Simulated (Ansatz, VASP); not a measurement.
# SiO2 in VASP and in Ansatz

```
Si O
1.0
     0.00000    2.26417    2.37738
     2.26417    0.00000    2.37738
     2.26417    2.26417    0.00000
Si O
1 2
Direct
  0.00000 0.00000 0.00000
  0.25000 0.25000 0.25000
  0.75000 0.75000 0.75000
```

Change from the starting cell: uniaxial_z strain +5.0%.

Alike in both runs: task single point; functional PBE; k mesh 10 × 10 × 10; occupations fermi-dirac, width 0.02 eV; no spin polarisation.

|  | VASP | Ansatz |
| --- | --- | --- |
| version | VASP 6.6.1 | Ansatz 0.2.0 |
| potentials or method | VASP PAW PBE potentials, release 64 (Si, O) | plane waves, PAW |
| plane-wave cutoff (eV) | 520 | 420 |
| valence electrons in the cell | 16 | 16 |

```tsv
	VASP	Ansatz	Ansatz less VASP
gap on the k mesh at the Fermi level (eV)	1.22	1.24	+0.020
pressure (GPa)	-2.6	-2.9	-0.37
traceless stress, the component that is largest in VASP (GPa)	-31.62	-31.66	-0.040
```
